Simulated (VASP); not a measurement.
# SnO (P4/nmm) in VASP: single point with PBE

Aim: the single point of SnO with PBE.

All numbers are computed with VASP 6.6.1; they aren't measurements. Logs are shortened: lines on timing, memory, paths and dates and some standing lists are left out, and cuts for length are marked.

### Step 1. The cell of the first run

The structure is tetragonal, space group P4/nmm (No. 129). The conventional cell has a = 3.802 Å, b = 3.802 Å, c = 4.836 Å, α = 90.00°, β = 90.00°, γ = 90.00°. Sn (site symmetry 4mm) has 4 O at 2.22 Å within 2.9 Å. O (site symmetry -4m2) has 4 Sn at 2.22 Å and 4 O at 2.69 Å within 2.9 Å.

### Step 2. Single point, PBE

File INCAR:

```
SYSTEM = SnO
PREC = Accurate ; ENCUT = 520
EDIFF = 1E-6 ; ISMEAR = -1
SIGMA = 0.02 ; LREAL = .False.
LASPH = .True. ; NELM = 100
ALGO = Normal ; ISIF = 2
LWAVE = .False. ; LCHARG = .False.
GGA = PE ; NBANDS = 28
```

File KPOINTS:

```
Automatic mesh
0
Gamma
  6 6 5
  0 0 0
```

File POSCAR:

```
SnO
1.0
    3.8020000000      0.0000000000      0.0000000000
    0.0000000000      3.8020000000      0.0000000000
    0.0000000000      0.0000000000      4.8360000000
Sn O
2 2
Direct
    0.0000000000      0.5000000000      0.2385000000
    0.5000000000      0.0000000000      0.7615000000
    0.0000000000      0.0000000000      0.0000000000
    0.5000000000      0.5000000000      0.0000000000
```

Potentials or basis: VASP PAW PBE potentials, release 64 (Sn_d, O).

On the command line:

```bash
$ cat potpaw_PBE.64/Sn_d/POTCAR potpaw_PBE.64/O/POTCAR > POTCAR
$ mpirun -np 1 vasp_std > vasp.out
```

OUTCAR:

```text
SYSTEM = SnO
   PREC = Accurate
   ENCUT = 520
   EDIFF = 1E-6
   ISMEAR = -1
   LREAL = .False.
   LASPH = .True.
   NELM = 100
   ISIF = 2
   GGA = PE

 ion  position               nearest neighbor table
   1  0.000  0.500  0.239-   3 2.22   4 2.22   3 2.22   4 2.22   2 3.54   2 3.54   2 3.54   2 3.54
                             2 3.69   2 3.69   2 3.69   2 3.69
   2  0.500  0.000  0.761-   3 2.22   4 2.22   4 2.22   3 2.22   1 3.54   1 3.54   1 3.54   1 3.54
                             1 3.69   1 3.69   1 3.69   1 3.69
   3  0.000  0.000  0.000-   1 2.22   2 2.22   1 2.22   2 2.22
   4  0.500  0.500  0.000-   1 2.22   2 2.22   2 2.22   1 2.22

  LATTYP: Found a simple tetragonal cell.
 ALAT       =     3.8020000000
 C/A-ratio  =     1.2719621252

  Lattice vectors:

 A1 = (   3.8020000000,   0.0000000000,   0.0000000000)
 A2 = (   0.0000000000,   3.8020000000,   0.0000000000)
 A3 = (   0.0000000000,   0.0000000000,   4.8360000000)

Analysis of symmetry for initial positions (statically):
=====================================================================
 Subroutine PRICEL returns:
 Original cell was already a primitive cell.

 Routine SETGRP: Setting up the symmetry group for a
 simple tetragonal supercell.

 Subroutine GETGRP returns: Found 16 space group operations
 (whereof  8 operations were pure point group operations)
 out of a pool of 16 trial point group operations.

The static configuration has the point symmetry D_2d.
 The point group associated with its full space group is D_4h.

Analysis of symmetry for dynamics (positions and initial velocities):
=====================================================================
 Subroutine PRICEL returns:
 Original cell was already a primitive cell.

 Routine SETGRP: Setting up the symmetry group for a
 simple tetragonal supercell.

 Subroutine GETGRP returns: Found 16 space group operations
 (whereof  8 operations were pure point group operations)
 out of a pool of 16 trial point group operations.

The dynamic configuration has the point symmetry D_2d.
 The point group associated with its full space group is D_4h.

 Subroutine INISYM returns: Found 16 space group operations
 (whereof  8 operations are pure point group operations),
 and found     1 'primitive' translations

----------------------------------------------------------------------------------------

                                     Primitive cell

  volume of cell :      69.9054

  direct lattice vectors                    reciprocal lattice vectors
     3.802000000  0.000000000  0.000000000     0.263019463  0.000000000  0.000000000
     0.000000000  3.802000000  0.000000000     0.000000000  0.263019463  0.000000000
     0.000000000  0.000000000  4.836000000     0.000000000  0.000000000  0.206782465

  length of vectors
     3.802000000  3.802000000  4.836000000     0.263019463  0.263019463  0.206782465

  position of ions in fractional coordinates (direct lattice)
     0.000000000  0.500000000  0.238500000
     0.500000000  0.000000000  0.761500000
     0.000000000  0.000000000  0.000000000
     0.500000000  0.500000000  0.000000000

  ion indices of the primitive-cell ions
   primitive index   ion index
                 1           1
                 2           2
                 3           3
                 4           4

----------------------------------------------------------------------------------------

 KPOINTS: Automatic mesh

Automatic generation of k-mesh.
 Grid dimensions read from file:
 generate k-points for:    6    6    5

 Generating k-lattice:

  Cartesian coordinates                     Fractional coordinates (reciprocal lattice)
     0.043836577  0.000000000  0.000000000     0.166666667  0.000000000  0.000000000
     0.000000000  0.043836577  0.000000000     0.000000000  0.166666667  0.000000000
     0.000000000  0.000000000  0.041356493     0.000000000  0.000000000  0.200000000

  Length of vectors
     0.043836577  0.043836577  0.041356493

  Shift w.r.t. Gamma in fractional coordinates (k-lattice)
     0.000000000  0.000000000  0.000000000

 Subroutine IBZKPT returns following result:
 ===========================================

 Found     30 irreducible k-points:

 Following reciprocal coordinates:
            Coordinates               Weight
  0.000000  0.000000  0.000000      1.000000
  0.166667  0.000000  0.000000      4.000000
  0.333333  0.000000  0.000000      4.000000
  0.500000  0.000000  0.000000      2.000000
  0.166667  0.166667  0.000000      4.000000
  0.333333  0.166667  0.000000      8.000000
[... 16 lines left out ...]
  0.333333  0.000000  0.400000      8.000000
  0.500000  0.000000  0.400000      4.000000
 [... further k-points ...]
   k-points           NKPTS =     30   k-points in BZ     NKDIM =     30   number of bands    NBANDS=     28
   number of dos      NEDOS =    301   number of ions     NIONS =      4
   total plane-waves  NPLWV =  28224
   dimension x,y,z NGX =    28 NGY =   28 NGZ =   36
   dimension x,y,z NGXF=    56 NGYF=   56 NGZF=   72
   ions per type =               2   2
   NGX,Y,Z   is equivalent  to a cutoff of  12.24, 12.24, 12.38 a.u.
   NGXF,Y,Z  is equivalent  to a cutoff of  24.49, 24.49, 24.75 a.u.
 SYSTEM =  SnO
   PREC   = accura    normal or accurate (medium, high low for compatibility)
   ISTART =      0    job   : 0-new  1-cont  2-samecut
   ICHARG =      2    charge: 1-file 2-atom 10-const
   ISPIN  =      1    spin polarized calculation?
   LNONCOLLINEAR =      F non collinear calculations
   LSORBIT =      F    spin-orbit coupling
   LASPH  =      T    aspherical Exc in radial PAW
   ENCUT  =  520.0 eV  38.22 Ry    6.18 a.u.   7.07  7.07  8.99*2*pi/ulx,y,z
   NELM   =    100;   NELMIN=  2; NELMDL= -5     # of ELM steps
   EDIFF  = 0.1E-05   stopping-criterion for ELM
   LREAL  =      F    real-space projection
   EDIFFG = 0.1E-04   stopping-criterion for IOM
   NSW    =      0    number of steps for IOM
   IBRION =     -1    ionic relax: 0-MD 1-quasi-New 2-CG
   NFREE  =      0    steps in history (QN), initial steepest desc. (CG)
   ISIF   =      2    stress and relaxation
   ISYM   =      2    0-nonsym 1-usesym 2-fastsym
   POTIM  = 0.5000    time-step for ionic-motion
   TEBEG  =    0.0;   TEEND  =   0.0 temperature during run
   PSTRESS=    0.0 pullay stress
   NELECT =      40.0000    total number of electrons
   NUPDOWN=      -1.0000    fix difference up-down
   EMIN   =  10.00;   EMAX   =-10.00  energy-range for DOS
   EFERMI =   0.00;   METHOD = LEGACY
   ISMEAR =    -1;   SIGMA  =   0.02  broadening in eV -4-tet -1-fermi 0-gaus
   EFERMI_NEDOS =   21; number of points for ismear=-14 and -15
   IALGO  =     38    algorithm
   IMIX   =      4    mixing-type and parameters
     AMIX     =   0.40;   BMIX     =  1.00
     AMIX_MAG =   1.60;   BMIX_MAG =  1.00
  volume/ion in A,a.u.               =      17.48       117.94
  Fermi-wavevector in a.u.,A,eV,Ry     =   1.359121  2.568365 25.132801  1.847209
  Thomas-Fermi vector in A             =   2.485896
   LORBIT       =      0    0 simple, 1 ext, 2 COOP (PROOUT), +10 PAW based schemes
   GGA     = PE    functional components
   LHFCALC =     F    Hartree Fock is set to
   AEXX    =    0.0000 exact exchange contribution
   IVDW    =     0    specifies the selected vdW correction
   LEPSILON=     F    determine dielectric tensor
   LRPA    =     F    only Hartree local field effects (RPA)
 non-spin polarized calculation
  energy-cutoff  :      520.00
  volume of cell :       69.91
 maximum number of plane-waves:      1898
   NGX = 15   NGY = 15   NGZ = 17

 number of electron      39.9999990 magnetization

 Free energy of the ion-electron system (eV)
  ---------------------------------------------------
  ext. energy  EPLUGINS =         0.00000000
  ---------------------------------------------------
  free energy    TOTEN  =       -22.66945758 eV

  energy without entropy =      -22.66903047  energy(sigma->0) =      -22.66924402

 E-fermi :   7.2409     XC(G=0): -10.2685

 val. band max:        7.2358921457   @ k =   0.0000   0.0000   0.0000
 cond. band min:       7.2649544731   @ k =   0.5000   0.5000   0.0000
 fundamental gap:      0.0290623274
 Fermi energy:         7.2409414054

 k-point     1 :       0.0000    0.0000    0.0000
  band No.  band energies     occupation
      1     -14.8274      2.00000
      2     -14.3865      2.00000
      3     -14.3865      2.00000
      4     -14.3850      2.00000
      5     -14.3420      2.00000
      6     -14.3332      2.00000
[... 20 lines left out ...]
     27      13.9440      0.00000
     28      14.3546      0.00000

 k-point     2 :       0.1667    0.0000    0.0000
  band No.  band energies     occupation
      1     -14.8125      2.00000
      2     -14.4035      2.00000
      3     -14.3812      2.00000
      4     -14.3798      2.00000
      5     -14.3528      2.00000
      6     -14.3442      2.00000
[... 20 lines left out ...]
     27      14.2263      0.00000
     28      16.2334      0.00000

 k-point     3 :       0.3333    0.0000    0.0000
  band No.  band energies     occupation
      1     -14.7708      2.00000
      2     -14.5649      2.00000
      3     -14.3659      2.00000
      4     -14.3640      2.00000
      5     -14.3483      2.00000
      6     -14.3458      2.00000
[... 20 lines left out ...]
     27      14.7224      0.00000
     28      17.4480      0.00000

 k-point     4 :       0.5000    0.0000    0.0000
  band No.  band energies     occupation
      1     -14.6945      2.00000
      2     -14.6945      2.00000
      3     -14.3524      2.00000
      4     -14.3524      2.00000
      5     -14.3492      2.00000
      6     -14.3492      2.00000
[... 578 lines left out ...]
     27      15.2968      0.00000
     28      16.3827      0.00000

 k-point    23 :       0.3333    0.0000    0.4000
  band No.  band energies     occupation
      1     -14.7719      2.00000
      2     -14.5905      2.00000
      3     -14.3814      2.00000
      4     -14.3661      2.00000
      5     -14.3489      2.00000
      6     -14.3482      2.00000
[... 20 lines left out ...]
     27      15.6609      0.00000
     28      17.3833      0.00000

 k-point    24 :       0.5000    0.0000    0.4000
  band No.  band energies     occupation
      1     -14.7095      2.00000
      2     -14.7095      2.00000
      3     -14.3819      2.00000
      4     -14.3819      2.00000
      5     -14.3426      2.00000
      6     -14.3426      2.00000
[... 20 lines left out ...]
     27      16.2836      0.00000
     28      16.2836      0.00000

 [... further k-points ...]

------------------------ aborting loop because EDIFF is reached ----------------------------------------

  FORCE on cell =-STRESS in cart. coord.  units (eV):
  Direction    XX          YY          ZZ          XY          YZ          ZX
  --------------------------------------------------------------------------------------
  -------------------------------------------------------------------------------------
  Total        2.0940199      2.0940199      1.5876904      0.0000000     -0.0000000      0.0000000
  in kB       47.9933291     47.9933291     36.3886461      0.0000000     -0.0000000      0.0000000
  external PRESSURE =      44.1251014 kB  Pullay stress =       0.0000000 kB

 VOLUME and BASIS-vectors are now :
 -----------------------------------------------------------------------------
  energy-cutoff  :      520.00
  volume of cell :       69.91
      direct lattice vectors                 reciprocal lattice vectors
     3.802000000  0.000000000  0.000000000     0.263019463  0.000000000  0.000000000
     0.000000000  3.802000000  0.000000000     0.000000000  0.263019463  0.000000000
     0.000000000  0.000000000  4.836000000     0.000000000  0.000000000  0.206782465

 POSITION                                       TOTAL-FORCE (eV/Angst)
 -----------------------------------------------------------------------------------
      0.00000      1.90100      1.15339         0.000000      0.000000      0.441075
      1.90100      0.00000      3.68261        -0.000000      0.000000     -0.441075
      0.00000      0.00000      0.00000         0.000000      0.000000      0.000000
      1.90100      1.90100      0.00000         0.000000     -0.000000      0.000000
 -----------------------------------------------------------------------------------
    total drift:                                0.000000      0.000000      0.000000

  FREE ENERGIE OF THE ION-ELECTRON SYSTEM (eV)
  ---------------------------------------------------
  free  energy   TOTEN  =       -22.6694575828 eV

  energy  without entropy=      -22.6690304663  energy(sigma->0) =      -22.66924402
```

Run time: 70 s. Hardware: 1 thread of Intel Xeon 8259CL, shared host; peak memory 0.2 GiB.

What came out:

| Property | Result |
| --- | --- |
| Free energy | -22.6695 eV |
| Pressure | 4.4 GPa |
| Largest force | 0.441 eV/Å |
| Band gap on the k mesh | 0.03 eV, indirect (least direct gap 1.95 eV) |

Forces in eV/Å, atoms in the order of the input:
```
Sn   0.000  0.000  0.441
Sn   0.000  0.000 -0.441
O    0.000  0.000  0.000
O    0.000  0.000  0.000
```

Levels at points of the mesh, in eV from the valence-band top:
| k point | band 17 | band 18 | band 19 | band 20 | band 21 | band 22 | band 23 | band 24 |
| --- | --- | --- | --- | --- | --- | --- | --- | --- |
| (0.00, 0.00, 0.00) | -3.53 | -3.22 | -3.22 | 0.00 | 2.10 | 4.37 | 4.64 | 4.64 |
| (0.50, 0.00, 0.00) | -4.90 | -4.90 | -2.76 | -2.76 | 3.17 | 3.17 | 5.89 | 5.89 |
| (0.50, 0.50, 0.00) | -2.56 | -2.56 | -1.93 | -1.93 | 0.03 | 0.03 | 4.44 | 4.44 |

Caveat: spin-orbit coupling is left out, which moves the levels of the heavy elements. A k mesh can miss the band edges.
